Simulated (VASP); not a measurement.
Runs of VASP 6.6.1 on LiTaS3. The structure is that of space group Pm-3m (No. 221), or close to it. The cells are those of the table. 

| task | cell | k mesh | cutoff (eV) | gap on the mesh (eV) | pressure (GPa) | relaxed volume (Å³/atom) |
| --- | --- | --- | --- | --- | --- | --- |
| relaxation of cell and atoms | relaxed from a = 4.424, b = 4.424, c = 4.426 Å, angles 90.0, 90.0, 90.2°, 5 atoms | 4 × 4 × 4 | 600 | none | -0.2 | (a) |
| single point | a = 4.424, b = 4.424, c = 4.426 Å, angles 90.0, 90.0, 90.2°, 5 atoms | 4 × 4 × 4 | 520 | none | - | - |
| single point | a = 4.805 Å, 5 atoms | 4 × 4 × 4 | 520 | none | - | - |
| single point | a = 4.819 Å, 5 atoms | 8 × 8 × 8 | 520 | none | - | - |
| relaxation of cell and atoms | relaxed from a = 4.805 Å, 5 atoms | 8 × 8 × 8 | 600 | none | 0.0 | 22.38 |

Alike in all rows: level PBE; potentials or basis VASP PAW PBE potentials, release 64 (Li_sv, Ta_pv, S); no spin polarisation; smearing gaussian 0.1 eV.

Task: Estimate the missing entries.

Result: (a) 22.27.

Caveats: the cutoff is under 1.25 times the usual one of these potentials, so pressure, stress and relaxed cells hold a basis-set (Pulay) error; spin-orbit coupling is left out, which moves the levels of the heavy elements; the volume moved by over 15 % at a fixed basis, so the end points are rough (some runs).

A k mesh can miss the band edges, and the runs leave out spin-orbit coupling on Ta.

A gap of «none» marks levels without a gap at the run's occupations.
